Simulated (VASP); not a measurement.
Crystal: SrO.

```
Sr O
1.0
     0.00000    2.56630    2.56630
     2.56630    0.00000    2.56630
     2.56630    2.56630    0.00000
Sr O
1 1
Direct
  0.50000 0.50000 0.50000
  0.00000 0.00000 0.00000
```

```yaml
Program: VASP 6.6.1
Task: relaxation of cell and atoms
Functional: HF
Potentials_or_basis: VASP PAW PBE potentials, release 64 (Sr_sv, O)
Cutoff: 600 eV
k_mesh: 5 × 5 × 5
Occupations: fermi-dirac, width 0.05 eV
Spin: no spin polarisation
```

At the start: pressure 5.3 GPa; volume 16.90 Å³/atom.

Q: Where does the relaxation end?

A: Over 3 steps the energy falls by 13.9 meV/atom and the volume is 17.78 Å³/atom (+5.2 %); space group Fm-3m (No. 225, to 0.1 Å) before and after.

Step by step:
| step | energy change (eV) | largest force (eV/Å) | pressure (GPa) | volume (Å³) |
| --- | --- | --- | --- | --- |
| 1 | 0.0000 | 0.0000 | 5.32 | 33.80 |
| 2 | -0.0191 | 0.0000 | -2.53 | 36.62 |
| 3 | -0.0278 | 0.0000 | -0.03 | 35.56 |

Final structure:
```cif
data_structure
_symmetry_space_group_name_H-M 'P 1'
_symmetry_Int_Tables_number 1
_cell_length_a 3.6911
_cell_length_b 3.6911
_cell_length_c 3.6911
_cell_angle_alpha 60.000
_cell_angle_beta 60.000
_cell_angle_gamma 60.000
_cell_volume 35.56
loop_
_atom_site_label
_atom_site_type_symbol
_atom_site_fract_x
_atom_site_fract_y
_atom_site_fract_z
_atom_site_occupancy
Sr1 Sr 0.50000 0.50000 0.50000 1
O1 O 0.00000 0.00000 0.00000 1
```

Caveat: the k points lie up to 0.42 Å⁻¹ apart in the final cell; the PAW data sets were made with another functional, which shifts forces and pressure a little.
